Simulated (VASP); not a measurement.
A run of VASP 6.6.1:

The input INCAR:

```
SYSTEM = CuO
  ALGO = Normal
  EDIFF = 1E-7
  ENCUT = 520
  GGA = PE
  ISIF = 2
  ISMEAR = 0
  LASPH = .TRUE.
  LCHARG = .FALSE.
  LREAL = .FALSE.
  LWAVE = .FALSE.
  NBANDS = 25
  NELM = 80
  PREC = Accurate
  SIGMA = 0.1
```

The input KPOINTS:

```
k-points
0
G
  7 7 4
  0 0 0
```

Contents of POSCAR:

```
CuO
1.0
    2.3416500000     -1.7104000000      0.0000000000
    2.3416500000      1.7104000000      0.0000000000
   -0.8525100000      0.0000000000      5.0580600000
Cu O
2 2
Direct
    0.0000000000      0.5000000000      0.0000000000
    0.5000000000      0.0000000000      0.5000000000
    0.5821000000      0.4179000000      0.2500000000
    0.4179000000      0.5821000000      0.7500000000
```

Potentials or basis: VASP PAW PBE potentials, release 64 (Cu, O).

The run is started by

```bash
$ cat potpaw_PBE.64/Cu/POTCAR potpaw_PBE.64/O/POTCAR > POTCAR
$ mpirun -np 1 vasp_std > vasp.out
```

Hardware: 1 thread of Intel Xeon 6975P-C (shared host).

**Question.** How long does it take, and how much memory?

**Answer.** It took 41 s on 1 thread of Intel Xeon 6975P-C, on a shared host, peak memory 0.19 GiB. Counts: scf iterations 16, k points 60.
